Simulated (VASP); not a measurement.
A run of VASP 6.6.1 is set up as follows.

Contents of POSCAR:

```
CuO
1.0
    1.9909680000     -2.1535500000      0.0000000000
    1.9909680000      2.1535500000      0.0000000000
    0.0000000000      0.0000000000      5.1559280000
Cu O
2 2
Direct
    0.0000000000      0.5000000000      0.0000000000
    0.5000000000      0.0000000000      0.5000000000
    0.5000000000      0.5000000000      0.2500000000
    0.5000000000      0.5000000000      0.7500000000
```

The input INCAR.step1:

```
PREC = Accurate
ENCUT = 520
ISMEAR = 0
SIGMA = 0.1
LREAL = False
LASPH = True
NELM = 80
NBANDS = 25
GGA = PE
ALGO = Normal
EDIFF = 1E-4
LWAVE = True
LCHARG = False
```

File INCAR.step2:

```
PREC = Accurate
ENCUT = 520
EDIFF = 1E-6
ISMEAR = 0
SIGMA = 0.1
LREAL = False
LASPH = True
NELM = 80
ALGO = Normal
ISIF = 2
LWAVE = False
LCHARG = True
METAGGA = R2SCAN
LMIXTAU = True
LELF = True
LVHAR = True
NBANDS = 25
ISTART = 1
```

The input KPOINTS:

```
regular mesh
0
Gamma
  14 14 8
```

Potentials or basis: VASP PAW PBE potentials, release 64 (Cu, O).

Launch:

```bash
$ cat potpaw_PBE.64/Cu/POTCAR potpaw_PBE.64/O/POTCAR > POTCAR
$ cp INCAR.step1 INCAR
$ mpirun -np 1 vasp_std > vasp.out
$ cp INCAR.step2 INCAR
$ mpirun -np 1 vasp_std > vasp.out
```

Estimate the pressure.

-4.0 GPa.

What does it give for the band gap on the k mesh?

Zero (band 17 reaches 5.29 eV, above the bottom of band 18 at 4.23 eV).

Stress tensor (GPa, compression positive):
```
-3.22  0.00  0.00
 0.00 -4.39  0.00
 0.00  0.00 -4.26
```

Caveat: the PAW data sets were made with another functional, which shifts forces and pressure a little; semilocal functionals often make such compounds metallic where correlation or magnetic order opens a gap, which also shifts bond lengths. With open d or f shells a metallic result of r2SCAN can be an artefact of self-interaction; +U or a hybrid may open a gap.
